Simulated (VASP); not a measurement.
# As (P6_3/mmc) in VASP: a series of runs, part 2 of 2

VASP 6.6.1. The steps go on from the part before.

### 4 Single point, r2SCAN (20.60 Å³/atom)

This run uses another cell than the first one, of 20.60 Å³/atom.

Contents of POSCAR:

```
As
1.0
    3.0350051858      0.0000000000      0.0000000000
   -1.5175025929      2.6283915915      0.0000000000
    0.0000000000      0.0000000000     10.3295028175
As
4
Direct
    0.0000000000      1.0000000000      0.0000000000
    0.0000000000      1.0000000000      0.5000000000
    0.3333333333      0.6666666667      0.2500000000
    0.6666666667      0.3333333333      0.7500000000
```

Contents of INCAR.step1:

```
SYSTEM = As
PREC = Accurate
ENCUT = 520
ISMEAR = -1
SIGMA = 0.1
LREAL = .False.
LASPH = .True.
NELM = 100
NBANDS = 18
GGA = PE
ALGO = Normal
EDIFF = 1E-4
LWAVE = .True.
LCHARG = .False.
```

Contents of INCAR.step2:

```
SYSTEM = As
PREC = Accurate
ENCUT = 520
EDIFF = 1E-6
ISMEAR = -1
SIGMA = 0.1
LREAL = .False.
LASPH = .True.
NELM = 100
ALGO = Normal
ISIF = 2
LWAVE = .False.
LCHARG = .False.
METAGGA = R2SCAN
LMIXTAU = .True.
NBANDS = 18
ISTART = 1
```

Contents of KPOINTS:

```
regular mesh
0
Gamma
  14 14 4
  0 0 0
```

Potentials or basis: VASP PAW PBE potentials, release 64 (As).

On the command line:

```console
$ cat potpaw_PBE.64/As/POTCAR > POTCAR
$ cp INCAR.step1 INCAR
$ mpirun -np 1 vasp_std > vasp.out
$ cp INCAR.step2 INCAR
$ mpirun -np 1 vasp_std > vasp.out
```

OUTCAR:

```text
SYSTEM = As
   PREC = Accurate
   ENCUT = 520
   EDIFF = 1E-6
   ISMEAR = -1
   LREAL = .False.
   LASPH = .True.
   NELM = 100
   ISIF = 2
   METAGGA = R2SCAN
   ISTART = 1

 ion  position               nearest neighbor table
   1  0.000  0.000  0.000-
   2  0.000  0.000  0.500-
   3  0.333  0.667  0.250-
   4  0.667  0.333  0.750-

[... 703 lines left out ...]
------------------------ aborting loop because EDIFF is reached ----------------------------------------

  FORCE on cell =-STRESS in cart. coord.  units (eV):
  Direction    XX          YY          ZZ          XY          YZ          ZX
  --------------------------------------------------------------------------------------
  -------------------------------------------------------------------------------------
  Total       -3.1921064     -3.1921064     -2.4822574     -0.0000000     -0.0000000      0.0000000
  in kB      -62.0667521    -62.0667521    -48.2645730     -0.0000000     -0.0000000      0.0000000
  external PRESSURE =     -57.4660257 kB  Pullay stress =       0.0000000 kB

 VOLUME and BASIS-vectors are now :
 -----------------------------------------------------------------------------
  energy-cutoff  :      520.00
  volume of cell :       82.40
      direct lattice vectors                 reciprocal lattice vectors
     3.035005186  0.000000000  0.000000000     0.329488729  0.190230406  0.000000000
    -1.517502593  2.628391591  0.000000000     0.000000000  0.380460812  0.000000000
     0.000000000  0.000000000 10.329502817     0.000000000  0.000000000  0.096810081

 POSITION                                       TOTAL-FORCE (eV/Angst)
 -----------------------------------------------------------------------------------
      0.00000      0.00000      0.00000        -0.000000      0.000000     -0.000000
      0.00000      0.00000      5.16475        -0.000000      0.000000     -0.000000
     -0.00000      1.75226      2.58238         0.000000      0.000000      0.000000
      1.51750      0.87613      7.74713        -0.000000     -0.000000      0.000000
 -----------------------------------------------------------------------------------
    total drift:                               -0.000000      0.000000      0.000000

  FREE ENERGIE OF THE ION-ELECTRON SYSTEM (eV)
  ---------------------------------------------------
  free  energy   TOTEN  =       -55.9099615234 eV

  energy  without entropy=      -55.8402420959  energy(sigma->0) =      -55.87510181
```

OSZICAR.step1:

```text
N       E                     dE             d eps       ncg     rms          rms(c)
DAV:   1     0.582203550473E+02    0.58220E+02   -0.81186E+03  2592   0.945E+02
DAV:   2    -0.129810772831E+02   -0.71201E+02   -0.68677E+02  3678   0.140E+02
DAV:   3    -0.166056213879E+02   -0.36245E+01   -0.35804E+01  3076   0.310E+01
DAV:   4    -0.166304237149E+02   -0.24802E-01   -0.24777E-01  2958   0.279E+00
DAV:   5    -0.166304888151E+02   -0.65100E-04   -0.65097E-04  2900   0.165E-01    0.333E+00
DAV:   6    -0.166150442570E+02    0.15445E-01   -0.12352E-02  2838   0.525E-01    0.193E+00
DAV:   7    -0.166089895289E+02    0.60547E-02   -0.22556E-02  2754   0.714E-01    0.102E-01
DAV:   8    -0.166090680001E+02   -0.78471E-04   -0.40356E-04  2830   0.111E-01
   1 F= -.16609068E+02 E0= -.16572336E+02  d E =-.734630E-01
```

It took 1.7 min on 1 thread of Intel Xeon 6975P-C (Granite Rapids), shared host; peak memory 0.26 GiB.

Results:

```
Free energy            : -55.9100 eV
Pressure               : -5.7 GPa
Band gap on the k mesh : zero (bands 10 and 11 overlap by 7.41 eV)
```

Caveat: the cell stands under tension; the PAW data sets were made with another functional, which shifts forces and pressure a little.

### 5 Single point, r2SCAN (21.36 Å³/atom)

This run uses another cell than the first one, of 21.36 Å³/atom.

Contents of POSCAR:

```
As
1.0
    3.0720210923      0.0000000000      0.0000000000
   -1.5360105461      2.6604483069      0.0000000000
    0.0000000000      0.0000000000     10.4554847802
As
4
Direct
    0.0000000000      1.0000000000      0.0000000000
    0.0000000000      1.0000000000      0.5000000000
    0.3333333333      0.6666666667      0.2500000000
    0.6666666667      0.3333333333      0.7500000000
```

Contents of INCAR.step1:

```
SYSTEM = As
ALGO = Normal
EDIFF = 1E-4
ENCUT = 520
GGA = PE
ISMEAR = -1
LASPH = .True.
LCHARG = .False.
LREAL = .False.
LWAVE = .True.
NBANDS = 18
NELM = 60
PREC = Accurate
SIGMA = 0.1
```

Contents of INCAR.step2:

```
SYSTEM = As
ALGO = Normal
EDIFF = 1E-7
ENCUT = 520
ISIF = 2
ISMEAR = -1
ISTART = 1
LASPH = .True.
LCHARG = .False.
LMIXTAU = .True.
LREAL = .False.
LWAVE = .False.
METAGGA = R2SCAN
NBANDS = 18
NELM = 60
PREC = Accurate
SIGMA = 0.1
```

Contents of KPOINTS:

```
k-points
0
Gamma
  14 14 4
  0 0 0
```

On the command line:

```console
$ cat potpaw_PBE.64/As/POTCAR > POTCAR
$ cp INCAR.step1 INCAR
$ mpirun -np 1 vasp_std > vasp.out
$ cp INCAR.step2 INCAR
$ mpirun -np 1 vasp_std > vasp.out
```

It took 2.4 min on 1 thread of Intel Xeon 6975P-C (Granite Rapids), shared host; peak memory 0.25 GiB.

It converged, with:

- Free energy: -55.7814 eV
- Pressure: -7.7 GPa
- Band gap on the k mesh: zero (bands 10 and 11 overlap by 7.05 eV)

Stress tensor (GPa, compression positive):
```
-8.18  0.00  0.00
 0.00 -8.18  0.00
 0.00  0.00 -6.72
```

Levels at points of the mesh, in eV from the Fermi level:
| k point | band 6 | band 7 | band 8 | band 9 | band 10 | band 11 | band 12 | band 13 | band 14 | band 15 |
| --- | --- | --- | --- | --- | --- | --- | --- | --- | --- | --- |
| (0.00, 0.00, 0.00) | -1.48 | -1.47 | 4.00 | 4.00 | 4.58 | 4.60 | 4.60 | 4.63 | 4.63 | 5.36 |
| (0.50, 0.00, 0.00) | -5.79 | -4.54 | -4.08 | -1.79 | -0.95 | 0.78 | 1.49 | 1.89 | 1.90 | 2.48 |
| (0.00, 0.00, 0.50) | -4.73 | 2.27 | 2.27 | 4.17 | 4.17 | 4.17 | 4.17 | 5.12 | 5.12 | 5.12 |
| (0.50, 0.00, 0.50) | -5.61 | -4.88 | -4.88 | -0.58 | -0.58 | 1.08 | 1.08 | 1.12 | 1.12 | 2.97 |

Caveat: the cell stands under tension; the PAW data sets were made with another functional, which shifts forces and pressure a little.

### 6 Single point, r2SCAN

Contents of POSCAR:

```
As
1.0
    2.9581363329      0.0000000000      0.0000000000
   -1.4790681664      2.5618212122      0.0000000000
    0.0000000000      0.0000000000     10.0678831551
As
4
Direct
    0.0000000000      1.0000000000      0.0000000000
    0.0000000000      1.0000000000      0.5000000000
    0.3333333333      0.6666666667      0.2500000000
    0.6666666667      0.3333333333      0.7500000000
```

Contents of INCAR.step1:

```
SYSTEM = As
ALGO     = Normal         ! electronic algorithm
EDIFF    = 1E-4           ! SCF threshold, eV
ENCUT    = 520            ! plane-wave cutoff, eV
GGA      = PE             ! functional
ISMEAR   = -1             ! smearing method
LASPH    = .TRUE.         ! aspherical terms in the spheres
LCHARG   = .FALSE.        ! write CHGCAR
LREAL    = .FALSE.        ! projectors in reciprocal space
LWAVE    = .TRUE.         ! write WAVECAR
NBANDS   = 18             ! bands
NELM     = 100            ! most SCF steps
PREC     = Accurate       ! precision mode
SIGMA    = 0.1            ! smearing width, eV
```

Contents of INCAR.step2:

```
SYSTEM = As
ALGO     = Normal         ! electronic algorithm
EDIFF    = 1E-6           ! SCF threshold, eV
ENCUT    = 520            ! plane-wave cutoff, eV
ISIF     = 2              ! what is computed and relaxed
ISMEAR   = -1             ! smearing method
ISTART   = 1            
LASPH    = .TRUE.         ! aspherical terms in the spheres
LCHARG   = .FALSE.        ! write CHGCAR
LMIXTAU  = .TRUE.       
LREAL    = .FALSE.        ! projectors in reciprocal space
LWAVE    = .FALSE.        ! write WAVECAR
METAGGA  = R2SCAN         ! meta-GGA
NBANDS   = 18             ! bands
NELM     = 100            ! most SCF steps
PREC     = Accurate       ! precision mode
SIGMA    = 0.1            ! smearing width, eV
```

Contents of KPOINTS:

```
k-points
0
G
  16 16 4
  0 0 0
```

Potentials or basis: VASP PAW PBE potentials, release 64 (As).

On the command line:

```console
$ cat potpaw_PBE.64/As/POTCAR > POTCAR
$ cp INCAR.step1 INCAR
$ mpirun -np 1 vasp_std > vasp.out
$ cp INCAR.step2 INCAR
$ mpirun -np 1 vasp_std > vasp.out
```

Wall time 2.3 min (1 thread of Intel Xeon 6975P-C (Granite Rapids), shared host); peak memory 0.27 GiB.

Results (log left out):

| Property | Result |
| --- | --- |
| Free energy | -56.0289 eV |
| Pressure | -0.2 GPa |
| Band gap on the k mesh | zero (bands 10 and 11 overlap by 8.26 eV) |

Stress tensor (GPa, compression positive):
```
-0.02  0.00  0.00
 0.00 -0.02  0.00
 0.00  0.00 -0.44
```

Levels at points of the mesh, in eV from the Fermi level:
```tsv
k point	band 6	band 7	band 8	band 9	band 10	band 11	band 12	band 13	band 14	band 15
(0.00, 0.00, 0.00)	-1.56	-1.55	4.67	4.67	5.36	5.36	5.37	5.42	5.42	6.28
(0.50, 0.00, 0.00)	-6.57	-4.96	-4.47	-2.13	-1.17	0.90	1.79	2.16	2.18	2.85
(0.00, 0.00, 0.50)	-5.26	2.67	2.67	4.87	4.87	4.87	4.87	5.99	5.99	5.99
(0.50, 0.00, 0.50)	-6.25	-5.49	-5.49	-0.64	-0.64	1.20	1.20	1.23	1.23	3.44
```

Caveat: the PAW data sets were made with another functional, which shifts forces and pressure a little.

### 7 Summary

| cell | k mesh | gap on the mesh (eV) | pressure (GPa) |
| --- | --- | --- | --- |
| a = 2.958, b = 2.958, c = 10.068 Å, angles 90.0, 90.0, 120.0°, 4 atoms | 14 × 14 × 4 | none | -0.3 |
| a = 2.997, b = 2.997, c = 10.200 Å, angles 90.0, 90.0, 120.0°, 4 atoms | 14 × 14 × 4 | none | -3.3 |
| a = 3.035, b = 3.035, c = 10.330 Å, angles 90.0, 90.0, 120.0°, 4 atoms | 14 × 14 × 4 | none | -5.7 |
| a = 3.072, b = 3.072, c = 10.455 Å, angles 90.0, 90.0, 120.0°, 4 atoms | 14 × 14 × 4 | none | -7.7 |
| a = 2.958, b = 2.958, c = 10.068 Å, angles 90.0, 90.0, 120.0°, 4 atoms | 16 × 16 × 4 | none | -0.2 |

Alike in all rows: task single point; level r2SCAN; potentials or basis VASP PAW PBE potentials, release 64 (As); no spin polarisation; cutoff (eV) 520; smearing fermi-dirac 0.1 eV.

Caveats: the PAW data sets were made with another functional, which shifts forces and pressure a little; the cell stands under tension (at least some runs).

Total energies depend on the potentials used, so only differences within one code and one set of settings carry meaning.
